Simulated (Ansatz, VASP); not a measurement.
Given: the input of a run of Ansatz 0.2.0 on SnO2.

input.yaml

```yaml
crystal:
  lattice:
    - [0.0, 2.5393599245, 2.5393599245]
    - [2.5393599245, 0.0, 2.5393599245]
    - [2.5393599245, 2.5393599245, 0.0]
  atoms:
    - { symbol: Sn, position: [0.0, 0.0, 0.0] }
    - { symbol: O, position: [0.75, 0.75, 0.75] }
    - { symbol: O, position: [0.25, 0.25, 0.25] }
hamiltonian:
  xc: r2scan
  pseudopotentials: { kind: paw }
kpoints:
  mp_grid: { grid: [9, 9, 9] }
scf:
  occupations: { method: fermi_dirac, width: 0.05 }
output:
  forces: true
  stress: true
  eigenvalues: true
```

Potentials or basis: Ansatz PAW.

Launch:

```bash
$ ansatz run input.yaml --threads 1 --pin off --max-ram 3584MiB --backend cpu --events-out ev --progress --plain --runs-dir out
```

Problem. Translate it to VASP 6.6.1. Potentials there: VASP PAW PBE potentials, release 64 (Sn_d, O).

Solution. As run (the cutoff follows the program's own potentials):

Contents of POSCAR:

```
SnO2
1.0
    0.0000000000      2.5393599245      2.5393599245
    2.5393599245      0.0000000000      2.5393599245
    2.5393599245      2.5393599245      0.0000000000
Sn O
1 2
Direct
    0.0000000000      0.0000000000      0.0000000000
    0.7500000000      0.7500000000      0.7500000000
    0.2500000000      0.2500000000      0.2500000000
```

INCAR.step1

```
SYSTEM = SnO2
PREC     = Accurate       ! precision mode
ENCUT    = 520            ! plane-wave cutoff, eV
ISMEAR   = -1             ! smearing method
SIGMA    = 0.05           ! smearing width, eV
LREAL    = .False.        ! projectors in reciprocal space
LASPH    = .True.         ! aspherical terms in the spheres
NELM     = 80             ! most SCF steps
NBANDS   = 20             ! bands
GGA      = PE             ! functional
ALGO     = Normal         ! electronic algorithm
EDIFF    = 1E-4           ! SCF threshold, eV
LWAVE    = .True.         ! write WAVECAR
LCHARG   = .False.        ! write CHGCAR
```

Contents of INCAR.step2:

```
SYSTEM = SnO2
PREC     = Accurate       ! precision mode
ENCUT    = 520            ! plane-wave cutoff, eV
EDIFF    = 1E-6           ! SCF threshold, eV
ISMEAR   = -1             ! smearing method
SIGMA    = 0.05           ! smearing width, eV
LREAL    = .False.        ! projectors in reciprocal space
LASPH    = .True.         ! aspherical terms in the spheres
NELM     = 80             ! most SCF steps
ALGO     = Normal         ! electronic algorithm
ISIF     = 2              ! what is computed and relaxed
LWAVE    = .False.        ! write WAVECAR
LCHARG   = .False.        ! write CHGCAR
METAGGA  = R2SCAN         ! meta-GGA
LMIXTAU  = .True.       
NBANDS   = 20             ! bands
ISTART   = 1
```

Contents of KPOINTS:

```
Automatic mesh
0
Gamma
  9 9 9
  0 0 0
```

Potentials or basis: VASP PAW PBE potentials, release 64 (Sn_d, O).

The run is started by

```bash
$ cat potpaw_PBE.64/Sn_d/POTCAR potpaw_PBE.64/O/POTCAR > POTCAR
$ cp INCAR.step1 INCAR
$ mpirun -np 1 vasp_std > vasp.out
$ cp INCAR.step2 INCAR
$ mpirun -np 1 vasp_std > vasp.out
```

Both were run:

|  | VASP | Ansatz | Ansatz less VASP |
| --- | --- | --- | --- |
| gap on the k mesh at the Fermi level (eV) | 0.87 | 0.85 | -0.019 |
| least direct gap on the mesh (eV) | 2.21 | 2.18 | -0.025 |
| pressure (GPa) | -0.2 | -1.5 | -1.32 |

VASP's potentials were made for PBE, not for r2SCAN. With one functional, cell and mesh, what is left measures potentials, basis and numerics.

Noted on Ansatz's run: odd divisions of the mesh miss points on the zone boundary, where band edges often lie, so the gap on the mesh can be too wide.
